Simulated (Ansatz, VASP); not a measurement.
# Cu in VASP and in Ansatz

Contents of INCAR:

```
SYSTEM = Cu
  PREC = Accurate
  ENCUT = 520
  EDIFF = 1E-7
  ISMEAR = -1
  SIGMA = 0.1
  LREAL = .FALSE.
  LASPH = .TRUE.
  NELM = 100
  ALGO = Normal
  ISIF = 2
  LWAVE = .FALSE.
  LCHARG = .TRUE.
  GGA = RP
  LELF = .TRUE.
  LVHAR = .TRUE.
  NBANDS = 24
```

The input KPOINTS:

```
Automatic mesh
0
G
  10 10 14
  0 0 0
```

File POSCAR:

```
Cu
1.0
    4.1195682924      0.0000000000      0.0000000000
   -2.0597841462      3.5676507938      0.0000000000
    0.0000000000      0.0000000000      2.4749086687
Cu
3
Direct
    0.0000000000      0.0000000000      0.0000000000
    0.3333333333      0.6666666667      0.5000000000
    0.6666666667      0.3333333333      0.5000000000
```

Input for Ansatz:

```yaml
crystal:
  lattice:
    - [4.1195682924, 0.0, 0.0]
    - [-2.0597841462, 3.5676507938, 0.0]
    - [0.0, 0.0, 2.4749086687]
  atoms:
    - { symbol: Cu, position: [0.0, 0.0, 0.0] }
    - { symbol: Cu, position: [0.3333333333, 0.6666666667, 0.5] }
    - { symbol: Cu, position: [0.6666666667, 0.3333333333, 0.5] }
hamiltonian:
  xc: rpbe
  pseudopotentials:
    kind: paw
    azcp:
      Cu: "pseudopotentials/Cu.paw.azcp"
basis:
  ecutwfc: 420
  fft_grid_basis: typed
kpoints:
  mp_grid: { grid: [10, 10, 14], shift: [0, 0, 0] }
magnetization:
  spin_polarized: false
scf:
  occupations: { method: fermi_dirac, width: 0.1 }
  lower_state_search: "off"
output:
  stress: true
```

Alike in both runs: task single point; functional RPBE; k mesh 10 × 10 × 14; occupations fermi-dirac, width 0.1 eV; no spin polarisation.

```csv
,VASP,Ansatz
version,VASP 6.6.1,Ansatz 0.2.0
potentials or method,"VASP PAW PBE potentials, release 64 (Cu), cutoff 520 eV","plane waves (420 eV) with PAW, scalar-relativistic"
valence electrons in the cell,33,57
```

Ansatz gave:

| Quantity | Value |
| --- | --- |
| pressure (GPa) | 5.3 |
| traceless stress, the component that is largest in VASP (GPa) | -0.33 |

Q: What did VASP give for the same quantities?

A: Pressure (GPa): 5.9; traceless stress, the component that is largest in VASP (GPa): -0.41.

VASP's potentials were made for PBE, not for RPBE. VASP's potentials hold 33 valence electrons a cell and Ansatz's 57, so a difference there can come from the potentials and not from the codes.
